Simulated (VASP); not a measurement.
# W (Fm-3m) in VASP: a series of runs

Runs on W. Level: r2SCAN. Tasks: single point, relaxation of cell and atoms.

All numbers are computed with VASP 6.6.1; they aren't measurements. Logs are shortened: lines on timing, memory, paths and dates and some standing lists are left out, and cuts for length are marked.

## Step 1: The cell of the first run

The structure is cubic, space group Fm-3m (No. 225). The conventional cell has a = 4.173 Å, b = 4.173 Å, c = 4.173 Å, α = 90.00°, β = 90.00°, γ = 90.00°. Within 3.9 Å of W (site symmetry m-3m) lie 12 W at 2.95 Å.

This isn't the form of W at room conditions, which is bcc.

## Step 2: Single point, r2SCAN (18.16 Å³/atom)

File POSCAR:

```
W
1.0
    0.0000000000      2.0864111900      2.0864111900
    2.0864111900      0.0000000000      2.0864111900
    2.0864111900      2.0864111900      0.0000000000
W
1
Direct
    0.0000000000      0.0000000000      0.0000000000
```

File INCAR.step1:

```
SYSTEM = W
PREC = Accurate ; ENCUT = 520
ISMEAR = -1 ; SIGMA = 0.1
LREAL = .FALSE. ; LASPH = .TRUE.
NELM = 80 ; NBANDS = 13
GGA = PE ; ALGO = Normal
EDIFF = 1E-4 ; LWAVE = .TRUE.
LCHARG = .FALSE.
```

File INCAR.step2:

```
SYSTEM = W
PREC = Accurate ; ENCUT = 520
EDIFF = 1E-6 ; ISMEAR = -1
SIGMA = 0.1 ; LREAL = .FALSE.
LASPH = .TRUE. ; NELM = 80
ALGO = Normal ; ISIF = 2
LWAVE = .FALSE. ; LCHARG = .FALSE.
METAGGA = R2SCAN ; LMIXTAU = .TRUE.
NBANDS = 13 ; ISTART = 1
```

File KPOINTS:

```
Automatic mesh
0
G
  15 15 15
  0 0 0
```

Potentials or basis: VASP PAW PBE potentials, release 64 (W_sv).

Launch:

```bash
> cat potpaw_PBE.64/W_sv/POTCAR > POTCAR
> cp INCAR.step1 INCAR
> mpirun -np 1 vasp_std > vasp.out
> cp INCAR.step2 INCAR
> mpirun -np 1 vasp_std > vasp.out
```

OUTCAR:

```text
SYSTEM = W
   PREC = Accurate
   ENCUT = 520
   EDIFF = 1E-6
   ISMEAR = -1
   LREAL = .FALSE.
   LASPH = .TRUE.
   NELM = 80
   ISIF = 2
   METAGGA = R2SCAN
   ISTART = 1

 ion  position               nearest neighbor table
   1  0.000  0.000  0.000-

  LATTYP: Found a face centered cubic cell.
 ALAT       =     4.1728223800

  Lattice vectors:

 A1 = (   0.0000000000,   2.0864111900,   2.0864111900)
 A2 = (   2.0864111900,   0.0000000000,   2.0864111900)
 A3 = (   2.0864111900,   2.0864111900,   0.0000000000)

Analysis of symmetry for initial positions (statically):
=====================================================================
 Subroutine PRICEL returns:
 Original cell was already a primitive cell.

 Routine SETGRP: Setting up the symmetry group for a
 face centered cubic supercell.

 Subroutine GETGRP returns: Found 48 space group operations
 (whereof 48 operations were pure point group operations)
 out of a pool of 48 trial point group operations.

The static configuration has the point symmetry O_h .

Analysis of symmetry for dynamics (positions and initial velocities):
=====================================================================
 Subroutine PRICEL returns:
 Original cell was already a primitive cell.

 Routine SETGRP: Setting up the symmetry group for a
 face centered cubic supercell.

 Subroutine GETGRP returns: Found 48 space group operations
 (whereof 48 operations were pure point group operations)
 out of a pool of 48 trial point group operations.

The dynamic configuration has the point symmetry O_h .

 Subroutine INISYM returns: Found 48 space group operations
 (whereof 48 operations are pure point group operations),
 and found     1 'primitive' translations

----------------------------------------------------------------------------------------

                                     Primitive cell

  volume of cell :      18.1648

  direct lattice vectors                    reciprocal lattice vectors
     0.000000000  2.086411190  2.086411190    -0.239645954  0.239645954  0.239645954
     2.086411190  0.000000000  2.086411190     0.239645954 -0.239645954  0.239645954
     2.086411190  2.086411190  0.000000000     0.239645954  0.239645954 -0.239645954

  length of vectors
     2.950631002  2.950631002  2.950631002     0.415078968  0.415078968  0.415078968

  position of ions in fractional coordinates (direct lattice)
     0.000000000  0.000000000  0.000000000

  ion indices of the primitive-cell ions
   primitive index   ion index
                 1           1

----------------------------------------------------------------------------------------

 KPOINTS: Automatic mesh

Automatic generation of k-mesh.
 Grid dimensions read from file:
 generate k-points for:   15   15   15

 Generating k-lattice:

  Cartesian coordinates                     Fractional coordinates (reciprocal lattice)
    -0.015976397  0.015976397  0.015976397     0.066666667  0.000000000  0.000000000
     0.015976397 -0.015976397  0.015976397     0.000000000  0.066666667  0.000000000
     0.015976397  0.015976397 -0.015976397     0.000000000  0.000000000  0.066666667

  Length of vectors
     0.027671931  0.027671931  0.027671931

  Shift w.r.t. Gamma in fractional coordinates (k-lattice)
     0.000000000  0.000000000  0.000000000

 Subroutine IBZKPT returns following result:
 ===========================================

 Found    120 irreducible k-points:

 Following reciprocal coordinates:
            Coordinates               Weight
  0.000000  0.000000  0.000000      1.000000
  0.066667  0.000000  0.000000      8.000000
  0.133333  0.000000  0.000000      8.000000
  0.200000  0.000000  0.000000      8.000000
  0.266667  0.000000  0.000000      8.000000
  0.333333  0.000000  0.000000      8.000000
[... 16 lines left out ...]
  0.133333  0.133333  0.000000      6.000000
  0.200000  0.133333  0.000000     24.000000
 [... further k-points ...]
   k-points           NKPTS =    120   k-points in BZ     NKDIM =    120   number of bands    NBANDS=     13
   number of dos      NEDOS =    301   number of ions     NIONS =      1
   total plane-waves  NPLWV =  13824
   dimension x,y,z NGX =    24 NGY =   24 NGZ =   24
   dimension x,y,z NGXF=    48 NGYF=   48 NGZF=   48
   ions per type =               1
   NGX,Y,Z   is equivalent  to a cutoff of  13.52, 13.52, 13.52 a.u.
   NGXF,Y,Z  is equivalent  to a cutoff of  27.04, 27.04, 27.04 a.u.
 SYSTEM =  W
   PREC   = accura    normal or accurate (medium, high low for compatibility)
   ISTART =      1    job   : 0-new  1-cont  2-samecut
   ICHARG =      0    charge: 1-file 2-atom 10-const
   ISPIN  =      1    spin polarized calculation?
   LNONCOLLINEAR =      F non collinear calculations
   LSORBIT =      F    spin-orbit coupling
   LASPH  =      T    aspherical Exc in radial PAW
   ENCUT  =  520.0 eV  38.22 Ry    6.18 a.u.   5.49  5.49  5.49*2*pi/ulx,y,z
   NELM   =     80;   NELMIN=  2; NELMDL=  0     # of ELM steps
   EDIFF  = 0.1E-05   stopping-criterion for ELM
   LREAL  =      F    real-space projection
   EDIFFG = 0.1E-04   stopping-criterion for IOM
   NSW    =      0    number of steps for IOM
   IBRION =     -1    ionic relax: 0-MD 1-quasi-New 2-CG
   NFREE  =      0    steps in history (QN), initial steepest desc. (CG)
   ISIF   =      2    stress and relaxation
   ISYM   =      2    0-nonsym 1-usesym 2-fastsym
   POTIM  = 0.5000    time-step for ionic-motion
   TEBEG  =    0.0;   TEEND  =   0.0 temperature during run
   PSTRESS=    0.0 pullay stress
   NELECT =      14.0000    total number of electrons
   NUPDOWN=      -1.0000    fix difference up-down
   EMIN   =  10.00;   EMAX   =-10.00  energy-range for DOS
   EFERMI =   0.00;   METHOD = LEGACY
   ISMEAR =    -1;   SIGMA  =   0.10  broadening in eV -4-tet -1-fermi 0-gaus
   EFERMI_NEDOS =   21; number of points for ismear=-14 and -15
   IALGO  =     38    algorithm
   IMIX   =      4    mixing-type and parameters
     AMIX     =   0.40;   BMIX     =  1.00
     AMIX_MAG =   1.60;   BMIX_MAG =  1.00
  volume/ion in A,a.u.               =      18.16       122.58
  Fermi-wavevector in a.u.,A,eV,Ry     =   1.500978  2.836437 30.653034  2.252934
  Thomas-Fermi vector in A             =   2.612408
   LORBIT       =      0    0 simple, 1 ext, 2 COOP (PROOUT), +10 PAW based schemes
   METAGGA = R2SCAN    functional components
   LHFCALC =     F    Hartree Fock is set to
   AEXX    =    0.0000 exact exchange contribution
   IVDW    =     0    specifies the selected vdW correction
   LEPSILON=     F    determine dielectric tensor
   LRPA    =     F    only Hartree local field effects (RPA)
 non-spin polarized calculation
  energy-cutoff  :      520.00
  volume of cell :       18.16
 maximum number of plane-waves:       531
 NGX is ok and might be reduce to    24
   NGX = 11   NGY = 11   NGZ = 11

 number of electron      14.0000000 magnetization

 Free energy of the ion-electron system (eV)
  ---------------------------------------------------
  ext. energy  EPLUGINS =         0.00000000
  ---------------------------------------------------
  free energy    TOTEN  =       -50.64572040 eV

  energy without entropy =      -50.60296820  energy(sigma->0) =      -50.62434430

 E-fermi :   9.0433     XC(G=0): -14.0955

 val. band max:        9.0357957973   @ k =  -0.4667   0.0667   0.0000
 cond. band min:       9.0522707772   @ k =   0.3333   0.3333   0.0000
 fundamental gap:      0.0164749799
 Fermi energy:         9.0433481547

 k-point     1 :       0.0000    0.0000    0.0000
  band No.  band energies     occupation
      1     -66.8215      2.00000
      2     -29.8723      2.00000
      3     -29.8723      2.00000
      4     -29.8723      2.00000
      5       0.0671      2.00000
      6       8.5295      1.98833
      7       8.5295      1.98833
      8       8.5295      1.98833
      9      11.4776      0.00000
     10      11.4776      0.00000
     11      22.2331      0.00000
     12      27.3952      0.00000
     13      27.3952      0.00000

 k-point     2 :       0.0667    0.0000    0.0000
  band No.  band energies     occupation
      1     -66.8183      2.00000
      2     -29.9117      2.00000
      3     -29.8775      2.00000
      4     -29.8775      2.00000
      5       0.2484      2.00000
      6       8.3901      1.99709
      7       8.6129      1.97336
      8       8.6129      1.97336
      9      11.4074      0.00000
     10      11.4074      0.00000
     11      22.5910      0.00000
     12      26.5166      0.00000
     13      27.7246      0.00000

 k-point     3 :       0.1333    0.0000    0.0000
  band No.  band energies     occupation
      1     -66.8091      2.00000
      2     -30.0219      2.00000
      3     -29.8920      2.00000
      4     -29.8920      2.00000
      5       0.7682      2.00000
      6       8.0458      1.99991
      7       8.8165      1.81253
      8       8.8165      1.81253
      9      11.2722      0.00000
     10      11.2722      0.00000
     11      23.4940      0.00000
     12      25.0382      0.00000
     13      28.6669      0.00000
[... 305 lines left out ...]
 k-point    23 :       0.1333    0.1333    0.0000
  band No.  band energies     occupation
      1     -66.8050      2.00000
      2     -30.0179      2.00000
      3     -29.9251      2.00000
      4     -29.9251      2.00000
      5       1.0041      2.00000
      6       7.6943      2.00000
      7       9.0881      0.77975
      8       9.0881      0.77975
      9      10.4746      0.00000
     10      11.7846      0.00000
     11      24.0422      0.00000
     12      26.0592      0.00000
     13      27.8412      0.00000

 k-point    24 :       0.2000    0.1333    0.0000
  band No.  band energies     occupation
      1     -66.7948      2.00000
      2     -30.1219      2.00000
      3     -29.9519      2.00000
      4     -29.9448      2.00000
      5       1.5928      2.00000
      6       7.3240      2.00000
      7       9.2651      0.19629
      8       9.3686      0.07449
      9      10.2122      0.00002
     10      11.9381      0.00000
     11      24.9678      0.00000
     12      25.2763      0.00000
     13      28.1412      0.00000

 [... further k-points ...]

------------------------ aborting loop because EDIFF is reached ----------------------------------------

  FORCE on cell =-STRESS in cart. coord.  units (eV):
  Direction    XX          YY          ZZ          XY          YZ          ZX
  --------------------------------------------------------------------------------------
  -------------------------------------------------------------------------------------
  Total       -2.9987919     -2.9987919     -2.9987919      0.0000000     -0.0000000      0.0000000
  in kB     -264.5009348   -264.5009348   -264.5009348      0.0000000     -0.0000000      0.0000000
  external PRESSURE =    -264.5009348 kB  Pullay stress =       0.0000000 kB

 VOLUME and BASIS-vectors are now :
 -----------------------------------------------------------------------------
  energy-cutoff  :      520.00
  volume of cell :       18.16
      direct lattice vectors                 reciprocal lattice vectors
     0.000000000  2.086411190  2.086411190    -0.239645954  0.239645954  0.239645954
     2.086411190  0.000000000  2.086411190     0.239645954 -0.239645954  0.239645954
     2.086411190  2.086411190  0.000000000     0.239645954  0.239645954 -0.239645954

 POSITION                                       TOTAL-FORCE (eV/Angst)
 -----------------------------------------------------------------------------------
      0.00000      0.00000      0.00000        -0.000000     -0.000000     -0.000000
 -----------------------------------------------------------------------------------
    total drift:                                0.000000      0.000000      0.000000

  FREE ENERGIE OF THE ION-ELECTRON SYSTEM (eV)
  ---------------------------------------------------
  free  energy   TOTEN  =       -50.6457204046 eV

  energy  without entropy=      -50.6029682004  energy(sigma->0) =      -50.62434430
```

It took 30 s on 1 thread of Intel Xeon 6975P-C (Granite Rapids), shared host; peak memory 0.16 GiB.

Results:

* Free energy: -50.6457 eV
* Pressure: -26.5 GPa
* Band gap on the k mesh: zero (bands 7 and 8 overlap by 2.77 eV)

Caveat: the cell stands under tension; the PAW data sets were made with another functional, which shifts forces and pressure a little; spin-orbit coupling is left out, which moves the levels of the heavy elements.

## Step 3: Single point, r2SCAN

This run uses another cell than the first one, of 16.22 Å³/atom.

File POSCAR:

```
W
1.0
    0.0000000000      2.0090645739      2.0090645739
    2.0090645739      0.0000000000      2.0090645739
    2.0090645739      2.0090645739      0.0000000000
W
1
Direct
    0.0000000000      0.0000000000      0.0000000000
```

File INCAR.step1:

```
PREC = Accurate ; ENCUT = 520
ISMEAR = -1 ; SIGMA = 0.1
LREAL = F ; LASPH = T
NELM = 80 ; NBANDS = 13
GGA = PE ; ALGO = Normal
EDIFF = 1E-4 ; LWAVE = T
LCHARG = F
```

File INCAR.step2:

```
PREC = Accurate ; ENCUT = 520
EDIFF = 1E-6 ; ISMEAR = -1
SIGMA = 0.1 ; LREAL = F
LASPH = T ; NELM = 80
ALGO = Normal ; ISIF = 2
LWAVE = F ; LCHARG = F
METAGGA = R2SCAN ; LMIXTAU = T
NBANDS = 13 ; ISTART = 1
```

File KPOINTS:

```
Automatic mesh
0
Gamma
  22 22 22
```

Potentials or basis: VASP PAW PBE potentials, release 64 (W_sv).

Launch:

```bash
> cat potpaw_PBE.64/W_sv/POTCAR > POTCAR
> cp INCAR.step1 INCAR
> mpirun -np 1 vasp_std > vasp.out
> cp INCAR.step2 INCAR
> mpirun -np 1 vasp_std > vasp.out
```

Run time: 71 s. Hardware: 1 thread of Intel Xeon 6975P-C (Granite Rapids), shared host; peak memory 0.2 GiB.

Results (log left out):

| Quantity | Value |
| --- | --- |
| Free energy | -50.8156 eV |
| Pressure | 1.0 GPa |
| Band gap on the k mesh | zero (bands 7 and 8 overlap by 3.68 eV) |

Levels at points of the mesh, in eV from the Fermi level:
| k point | band 3 | band 4 | band 5 | band 6 | band 7 | band 8 | band 9 | band 10 | band 11 | band 12 |
| --- | --- | --- | --- | --- | --- | --- | --- | --- | --- | --- |
| (0.00, 0.00, 0.00) | -38.53 | -38.53 | -9.56 | -0.62 | -0.62 | -0.62 | 2.82 | 2.82 | 13.36 | 19.09 |
| (0.50, 0.00, 0.00) | -38.69 | -38.69 | -5.98 | -0.78 | -0.78 | 0.47 | 5.33 | 5.33 | 10.99 | 13.00 |
| (0.50, 0.50, 0.00) | -38.98 | -38.98 | -5.82 | -4.88 | 3.06 | 5.38 | 6.04 | 6.04 | 12.40 | 12.40 |

Caveat: the PAW data sets were made with another functional, which shifts forces and pressure a little; spin-orbit coupling is left out, which moves the levels of the heavy elements.

## Step 4: Relaxation of cell and atoms, r2SCAN

This run uses another cell than the first one, of 15.85 Å³/atom.

File POSCAR:

```
W
1.0
    0.0000000000      1.9936234741      1.9936234741
    1.9936234741      0.0000000000      1.9936234741
    1.9936234741      1.9936234741      0.0000000000
W
1
Direct
    0.0000000000      0.0000000000      0.0000000000
```

File INCAR.step1:

```
  ALGO = Normal
  EDIFF = 1E-4
  ENCUT = 600
  GGA = PE
  ISMEAR = -1
  LASPH = True
  LCHARG = False
  LREAL = False
  LWAVE = True
  NELM = 60
  PREC = Accurate
  SIGMA = 0.1
```

File INCAR.step2:

```
  ALGO = Normal
  EDIFF = 1E-7
  EDIFFG = -0.01
  ENCUT = 600
  IBRION = 2
  ISIF = 3
  ISMEAR = -1
  ISTART = 1
  LASPH = True
  LCHARG = False
  LMIXTAU = True
  LREAL = False
  LWAVE = False
  METAGGA = R2SCAN
  NELM = 60
  NSW = 80
  PREC = Accurate
  SIGMA = 0.1
```

File KPOINTS:

```
k-points
0
Gamma
  14 14 14
```

Launch:

```bash
> cat potpaw_PBE.64/W_sv/POTCAR > POTCAR
> cp INCAR.step1 INCAR
> mpirun -np 1 vasp_std > vasp.out
> cp INCAR.step2 INCAR
> mpirun -np 1 vasp_std > vasp.out
```

Run time: 87 s. Hardware: 1 thread of Intel Xeon 6975P-C (Granite Rapids), shared host; peak memory 0.17 GiB.

Results (log left out):

| Quantity | Value |
| --- | --- |
| Free energy | -50.8161 eV |
| Relaxed volume | 16.28 Å³/atom |
| Relaxed cell | a = 2.845 Å, b = 2.845 Å, c = 2.845 Å, α = 60.00°, β = 60.00°, γ = 60.00° |
| Space group after relaxing (to 0.1 Å) | Fm-3m (No. 225) |
| Energy gained by relaxing | 11.3 meV/atom |
| Ionic steps | 4 |
| Pressure after relaxing | 0.0 GPa |
| Band gap on the k mesh | zero (bands 7 and 8 overlap by 3.65 eV) |

The path:
| step | energy change (eV) | largest force (eV/Å) | pressure (GPa) | volume (Å³) |
| --- | --- | --- | --- | --- |
| 1 | 0.0000 | 0.0000 | 8.52 | 15.85 |
| 2 | 0.1113 | 0.0000 | -23.02 | 17.86 |
| 3 | -0.0113 | 0.0000 | -0.32 | 16.30 |
| 4 | -0.0113 | 0.0000 | -0.01 | 16.28 |

Final structure:
```yaml
crystal:
  lattice:
    - [0.00000, 2.01171, 2.01171]
    - [2.01171, 0.00000, 2.01171]
    - [2.01171, 2.01171, 0.00000]
  atoms:
    - { symbol: W, position: [0.00000, 0.00000, 0.00000] }
```

Levels at points of the mesh, in eV from the Fermi level:
```csv
k point,band 3,band 4,band 5,band 6,band 7,band 8,band 9,band 10,band 11
"(0.00, 0.00, 0.00)",-38.53,-38.53,-9.52,-0.60,-0.60,-0.60,2.82,2.82,13.37
"(0.50, 0.00, 0.00)",-38.69,-38.69,-5.95,-0.76,-0.76,0.48,5.32,5.32,10.94
"(0.50, 0.50, 0.00)",-38.98,-38.98,-5.78,-4.84,3.06,5.37,6.02,6.02,12.38
```

Caveat: the PAW data sets were made with another functional, which shifts forces and pressure a little; spin-orbit coupling is left out, which moves the levels of the heavy elements.

## Step 5: Overview

| task | cell | k mesh | cutoff (eV) | gap on the mesh (eV) | pressure (GPa) |
| --- | --- | --- | --- | --- | --- |
| single point | a = 2.951 Å, angles 60.0°, 1 atom | 15 × 15 × 15 | 520 | none | -26.5 |
| single point | a = 2.841 Å, angles 60.0°, 1 atom | 22 × 22 × 22 | 520 | none | 1.0 |
| relaxation of cell and atoms | relaxed from a = 2.819 Å, angles 60.0°, 1 atom | 14 × 14 × 14 | 600 | none | 0.0 |

Alike in all rows: level r2SCAN; potentials or basis VASP PAW PBE potentials, release 64 (W_sv); no spin polarisation; smearing fermi-dirac 0.1 eV.

Caveats: the PAW data sets were made with another functional, which shifts forces and pressure a little; spin-orbit coupling is left out, which moves the levels of the heavy elements; the cell stands under tension (at least some runs).

Total energies depend on the potentials used, so only differences within one code and one set of settings carry meaning.
